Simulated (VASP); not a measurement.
# HC12 in VASP: notebook, part 2 of 3

VASP 6.6.1. The steps go on from the part before.

## (3) Single point, LDA

Contents of INCAR:

```
ALGO = Normal ; DIPOL = 0.5 0.5 0.302
EDIFF = 1E-7 ; ENCUT = 520
GGA = CA ; IDIPOL = 3
ISIF = 2 ; ISMEAR = 0
LASPH = T ; LCHARG = F
LDIPOL = T ; LREAL = Auto
LWAVE = F ; NBANDS = 68
NELM = 80 ; PREC = Accurate
SIGMA = 0.05
```

Contents of KPOINTS:

```
k-points
0
Gamma
  6 4 1
```

Contents of POSCAR:

```
HC12
1.0
    4.8892663280      0.0000000000      0.0000000000
   -2.4446331640      6.7739291692      0.0000000000
    0.0000000000      0.0000000000     22.7684096771
C H
24 2
Direct
    0.4020794403      0.3041588806      0.1756820110
    0.4020794403      0.8041588805      0.1756820110
    0.9020794403      0.3041588806      0.1756820110
    0.9020794403      0.8041588805      0.1756820110
    0.1630408159      0.3260816317      0.2059829668
    0.1630408159      0.8260816317      0.2059829668
    0.6630408159      0.3260816317      0.2059829668
    0.6630408159      0.8260816317      0.2059829668
    0.1846395683      0.3692791367      0.2666259491
    0.1846395683      0.8692791367      0.2666259491
    0.6846395683      0.3692791367      0.2666259491
    0.6846395683      0.8692791367      0.2666259491
    0.4461625696      0.3923265051      0.2960492075
    0.4461625696      0.8923265051      0.2960492075
    0.9461625696      0.3923265051      0.2960492075
    0.9461625696      0.8923265051      0.2960492075
    0.4715644646      0.4431294558      0.3591099590
    0.4715644646      0.9431294558      0.3591099590
    0.9715644646      0.4431294558      0.3591099590
    0.9715644646      0.9431294558      0.3591099590
    0.2327030006      0.4654044969      0.3851129614
    0.2327030006      0.9654044969      0.3851129614
    0.7327030006      0.4654044969      0.3851129614
    0.7327030006      0.9654044969      0.3851129614
    0.2327030006      0.8834082800      0.5432267713
    0.2327030006      1.0474007138      0.5432267713
```

Potentials or basis: VASP PAW LDA potentials, release 64 (C, H).

Launch:

```console
> cat potpaw_LDA.64/C/POTCAR potpaw_LDA.64/H/POTCAR > POTCAR
> mpirun -np 1 vasp_std > vasp.out
```

OUTCAR:

```text
EDIFF = 1E-7
   ENCUT = 520
   GGA = CA
   ISIF = 2
   ISMEAR = 0
   LASPH = T
   LREAL = Auto
   NELM = 80
   PREC = Accurate

 ion  position               nearest neighbor table
   1  0.402  0.304  0.176-   5 1.41   7 1.41
   2  0.402  0.804  0.176-   8 1.41   6 1.41
   3  0.902  0.304  0.176-   7 1.41   5 1.41
   4  0.902  0.804  0.176-   6 1.41   8 1.41
   5  0.163  0.326  0.206-   1 1.41   3 1.41   9 1.41
   6  0.163  0.826  0.206-   4 1.41   2 1.41  10 1.41
   7  0.663  0.326  0.206-   3 1.41   1 1.41  11 1.41
   8  0.663  0.826  0.206-   2 1.41   4 1.41  12 1.41
   9  0.185  0.369  0.267-  13 1.40  15 1.40   5 1.41
  10  0.185  0.869  0.267-  14 1.40  16 1.40   6 1.41
[... 8 lines left out ...]
  19  0.972  0.443  0.359-  23 1.37  21 1.37  15 1.48
  20  0.972  0.943  0.359-  24 1.37  22 1.37  16 1.48
  21  0.233  0.465  0.385-  17 1.37  19 1.37
  22  0.233  0.965  0.385-  18 1.37  20 1.37
  23  0.733  0.465  0.385-  19 1.37  17 1.37
  24  0.733  0.965  0.385-  20 1.37  18 1.37
  25  0.233  0.883  0.543-
  26  0.233  0.047  0.543-

  LATTYP: Found a base centered orthorhombic cell.
 ALAT       =     4.8892663280
 B/A-ratio  =     2.7709389159
 C/A-ratio  =     4.6568151845

  Lattice vectors:

 A1 = (   2.4446331640,  -6.7739291692,   0.0000000000)
 A2 = (   2.4446331640,   6.7739291692,   0.0000000000)
 A3 = (   0.0000000000,   0.0000000000,  22.7684096771)

Analysis of symmetry for initial positions (statically):
=====================================================================
 Subroutine PRICEL returns:
 Original cell was already a primitive cell.

 Routine SETGRP: Setting up the symmetry group for a
 base centered orthorhombic supercell.

 Subroutine GETGRP returns: Found  1 space group operations
 (whereof  1 operations were pure point group operations)
 out of a pool of  8 trial point group operations.

The static configuration has the point symmetry C_1 .

Analysis of symmetry for dynamics (positions and initial velocities):
=====================================================================
 Subroutine PRICEL returns:
 Original cell was already a primitive cell.

 Routine SETGRP: Setting up the symmetry group for a
 base centered orthorhombic supercell.

 Subroutine GETGRP returns: Found  1 space group operations
 (whereof  1 operations were pure point group operations)
 out of a pool of  8 trial point group operations.

The dynamic configuration has the point symmetry C_1 .

 Subroutine INISYM returns: Found  1 space group operations
 (whereof  1 operations are pure point group operations),
 and found     1 'primitive' translations

----------------------------------------------------------------------------------------

                                     Primitive cell

  volume of cell :     754.0793

  direct lattice vectors                    reciprocal lattice vectors
     4.889266328  0.000000000  0.000000000     0.204529664  0.073812405  0.000000000
    -2.444633164  6.773929169  0.000000000     0.000000000  0.147624809  0.000000000
     0.000000000  0.000000000 22.768409677     0.000000000  0.000000000  0.043920503

  length of vectors
     4.889266328  7.201551756 22.768409677     0.217441152  0.147624809  0.043920503

  position of ions in fractional coordinates (direct lattice)
     0.402079440  0.304158881  0.175682011
     0.402079440  0.804158880  0.175682011
     0.902079440  0.304158881  0.175682011
     0.902079440  0.804158880  0.175682011
     0.163040816  0.326081632  0.205982967
[... 121 lines left out ...]
   NGX,Y,Z   is equivalent  to a cutoff of  12.24, 12.47, 13.14 a.u.
   NGXF,Y,Z  is equivalent  to a cutoff of  24.48, 24.93, 26.29 a.u.
 SYSTEM =  unknown system
   PREC   = accura    normal or accurate (medium, high low for compatibility)
   ISTART =      0    job   : 0-new  1-cont  2-samecut
   ICHARG =      2    charge: 1-file 2-atom 10-const
   ISPIN  =      1    spin polarized calculation?
   LNONCOLLINEAR =      F non collinear calculations
   LSORBIT =      F    spin-orbit coupling
   LASPH  =      T    aspherical Exc in radial PAW
   ENCUT  =  520.0 eV  38.22 Ry    6.18 a.u.   9.09 13.39 42.33*2*pi/ulx,y,z
   NELM   =     80;   NELMIN=  2; NELMDL= -5     # of ELM steps
   EDIFF  = 0.1E-06   stopping-criterion for ELM
   LREAL  =      T    real-space projection
   EDIFFG = 0.1E-05   stopping-criterion for IOM
   NSW    =      0    number of steps for IOM
   IBRION =     -1    ionic relax: 0-MD 1-quasi-New 2-CG
   NFREE  =      0    steps in history (QN), initial steepest desc. (CG)
   ISIF   =      2    stress and relaxation
   ISYM   =      2    0-nonsym 1-usesym 2-fastsym
   POTIM  = 0.5000    time-step for ionic-motion
   TEBEG  =    0.0;   TEEND  =   0.0 temperature during run
   PSTRESS=    0.0 pullay stress
   NELECT =      98.0000    total number of electrons
   NUPDOWN=      -1.0000    fix difference up-down
   EMIN   =  10.00;   EMAX   =-10.00  energy-range for DOS
   EFERMI =   0.00;   METHOD = LEGACY
   ISMEAR =     0;   SIGMA  =   0.05  broadening in eV -4-tet -1-fermi 0-gaus
   EFERMI_NEDOS =   21; number of points for ismear=-14 and -15
   IALGO  =     38    algorithm
   IMIX   =      4    mixing-type and parameters
     AMIX     =   0.40;   BMIX     =  1.00
     AMIX_MAG =   1.60;   BMIX_MAG =  1.00
  volume/ion in A,a.u.               =      29.00       195.72
  Fermi-wavevector in a.u.,A,eV,Ry     =   0.829235  1.567028  9.355793  0.687631
  Thomas-Fermi vector in A             =   1.941748
   LORBIT       =      0    0 simple, 1 ext, 2 COOP (PROOUT), +10 PAW based schemes
   GGA     = CA    functional components
   LHFCALC =     F    Hartree Fock is set to
   AEXX    =    0.0000 exact exchange contribution
   IVDW    =     0    specifies the selected vdW correction
   LEPSILON=     F    determine dielectric tensor
   LRPA    =     F    only Hartree local field effects (RPA)
 non-spin polarized calculation
 Gauss-broadening in eV      SIGMA  =   0.05
  energy-cutoff  :      520.00
  volume of cell :      754.08
 maximum number of plane-waves:     20327
   NGX = 19   NGY = 27   NGZ = 85

 dipolmoment           0.000000      0.000000      0.156131 electrons x Angstroem

 number of electron      98.0000000 magnetization

 dipolmoment           0.000000      0.000000     -0.118246 electrons x Angstroem

 Free energy of the ion-electron system (eV)
  ---------------------------------------------------
  ext. energy  EPLUGINS =         0.00000000
  ---------------------------------------------------
  free energy    TOTEN  =      -220.07564403 eV

  energy without entropy =     -220.05058382  energy(sigma->0) =     -220.06311393

 E-fermi :  -3.6432     XC(G=0):  -4.0723

 val. band max:       -3.6504053574   @ k =   0.3333   0.5000   0.0000
 cond. band min:      -3.6256046461   @ k =   0.3333   0.0000   0.0000
 fundamental gap:      0.0248007113
 Fermi energy:        -3.6432476234

 k-point     1 :       0.0000    0.0000    0.0000
  band No.  band energies     occupation
      1     -22.5669      2.00000
      2     -22.2383      2.00000
      3     -20.8174      2.00000
      4     -20.5548      2.00000
      5     -18.3291      2.00000
      6     -18.1893      2.00000
[... 885 lines left out ...]
     60       1.7728      0.00000
     61       2.1295      0.00000
 [bands above 61 left out]

------------------------ aborting loop because EDIFF is reached ----------------------------------------

 vacuum level on the upper side and lower side of the slab       (xc-potential included)        -0.358         0.267

  FORCE on cell =-STRESS in cart. coord.  units (eV):
  Direction    XX          YY          ZZ          XY          YZ          ZX
  --------------------------------------------------------------------------------------
  -------------------------------------------------------------------------------------
  Total        1.2089253     -6.0722882      4.5862033      1.6857494      1.7489902     -0.0116620
  in kB        2.5685794    -12.9016695      9.7442147      3.5816781      3.7160446     -0.0247781
  external PRESSURE =      -0.1962918 kB  Pullay stress =       0.0000000 kB

 VOLUME and BASIS-vectors are now :
 -----------------------------------------------------------------------------
  energy-cutoff  :      520.00
  volume of cell :      754.08
      direct lattice vectors                 reciprocal lattice vectors
     4.889266328  0.000000000  0.000000000     0.204529664  0.073812405  0.000000000
    -2.444633164  6.773929169  0.000000000     0.000000000  0.147624809  0.000000000
     0.000000000  0.000000000 22.768409677     0.000000000  0.000000000  0.043920503

 POSITION                                       TOTAL-FORCE (eV/Angst)
 -----------------------------------------------------------------------------------
      1.22232      2.06035      4.00000         0.001620      0.295714      1.826574
      0.00000      5.44732      4.00000         0.006516      0.292755      1.813366
      3.66695      2.06035      4.00000         0.002777      0.295141      1.825866
      2.44463      5.44732      4.00000        -0.002137      0.292723      1.813382
      0.00000      2.20885      4.68990        -0.000327     -0.704807     -3.474680
     -1.22232      5.59582      4.68990        -0.000641     -0.703323     -3.458878
[... 18 lines left out ...]
     -1.02186      5.98415     12.36841        -1.499324      4.170240     -0.032399
      1.02187      0.32109     12.36841         1.500349     -4.172186     -0.036649
 -----------------------------------------------------------------------------------
    total drift:                               -0.009838      0.011001      0.023127

  FREE ENERGIE OF THE ION-ELECTRON SYSTEM (eV)
  ---------------------------------------------------
  free  energy   TOTEN  =      -220.0756440342 eV

  energy  without entropy=     -220.0505838179  energy(sigma->0) =     -220.06311393

 vacuum level on the upper side and lower side of the slab         2.787         3.430
```

Run time: 38 min. Hardware: 1 thread of Intel Xeon 8259CL, shared host; peak memory 0.8 GiB.

Results:

```
Free energy            : -220.0756 eV
Largest force          : 4.434 eV/Å
Band gap on the k mesh : zero (bands 49 and 50 overlap by 0.05 eV)
```

Forces on the atoms (eV/Å):
```
C    0.002  0.296  1.827
C    0.007  0.293  1.813
C    0.003  0.295  1.826
C   -0.002  0.293  1.813
C    0.000 -0.705 -3.475
C   -0.001 -0.703 -3.459
C   -0.001 -0.705 -3.475
C   -0.001 -0.701 -3.453
C   -0.002  0.396  1.552
C   -0.002  0.394  1.542
C   -0.002  0.396  1.551
C   -0.002  0.395  1.546
C    0.002 -0.003  0.019
C   -0.003  0.001  0.027
C    0.000 -0.002  0.019
C    0.006  0.001  0.027
C    0.002 -0.062 -0.037
C    0.005 -0.058 -0.005
C    0.002 -0.062 -0.038
C   -0.001 -0.059 -0.006
C   -0.003  0.080  0.125
C   -0.004  0.069  0.096
C   -0.002  0.078  0.116
C   -0.002  0.077  0.120
H   -1.499  4.170 -0.032
H    1.500 -4.172 -0.037
```

[end of part 2 of 3]
